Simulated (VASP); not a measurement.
A run of VASP 6.6.1:

INCAR

```
SYSTEM = Y2H2C
PREC = Accurate
ENCUT = 520
EDIFF = 1E-7
ISMEAR = -1
SIGMA = 0.15
LREAL = .FALSE.
LASPH = .TRUE.
NELM = 80
ALGO = Normal
ISIF = 2
LWAVE = .FALSE.
LCHARG = .FALSE.
GGA = PS
NBANDS = 22
```

File KPOINTS:

```
Automatic mesh
0
G
  11 11 6
  0 0 0
```

POSCAR

```
Y2H2C
1.0
    3.6921560000      0.0000000000      0.0000000000
   -1.8460780000      3.1975004200      0.0000000000
    0.0000000000      0.0000000000      5.9973000000
Y H C
2 2 1
Direct
    0.3333333333      0.6666666667      0.2265000000
    0.6666666667      0.3333333333      0.7735000000
    0.3333333333      0.6666666667      0.6070000000
    0.6666666667      0.3333333333      0.3930000000
    0.0000000000      0.0000000000      0.0000000000
```

Potentials or basis: VASP PAW PBE potentials, release 64 (Y_sv, H, C).

Run with:

```console
$ cat potpaw_PBE.64/Y_sv/POTCAR potpaw_PBE.64/H/POTCAR potpaw_PBE.64/C/POTCAR > POTCAR
$ mpirun -np 1 vasp_std > vasp.out
```

Hardware: 1 thread of Intel(R) Xeon(R) Platinum 8259CL CPU @ 2.50GHz (Skylake/Cascade Lake), with other jobs on the host.

Problem. How long does it take, and how much memory?

Solution. It took 2.3 min on 1 thread of Intel(R) Xeon(R) Platinum 8259CL CPU @ 2.50GHz (Skylake/Cascade Lake) (shared host), peak memory 0.29 GiB. Counts: scf iterations 17, k points 84.
